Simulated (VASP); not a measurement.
A run of VASP 6.6.1:

Contents of INCAR:

```
  PREC = Accurate
  ENCUT = 520
  EDIFF = 1E-6
  ISMEAR = 0
  SIGMA = 0.1
  LREAL = F
  LASPH = T
  NELM = 80
  ALGO = Normal
  ISIF = 2
  LWAVE = F
  LCHARG = F
  GGA = PS
  NBANDS = 10
```

Contents of KPOINTS:

```
regular mesh
0
Gamma
  12 12 12
```

POSCAR

```
K
1.0
   -2.6637384986      2.6637384986      2.6637384986
    2.6637384986     -2.6637384986      2.6637384986
    2.6637384986      2.6637384986     -2.6637384986
K
1
Direct
    0.0000000000      0.0000000000      0.0000000000
```

Potentials or basis: VASP PAW PBE potentials, release 64 (K_sv).

Launch:

```sh
$ cat potpaw_PBE.64/K_sv/POTCAR > POTCAR
$ mpirun -np 1 vasp_std > vasp.out
```

Hardware: 1 thread of Intel(R) Xeon(R) Platinum 8559C (Emerald Rapids), on a shared host.

Q: Estimate the wall time of this run.

A: Run time: 23 s on 1 thread of Intel(R) Xeon(R) Platinum 8559C (Emerald Rapids), with other jobs on the host, peak memory 0.22 GiB. Counts: scf iterations 11, k points 72.
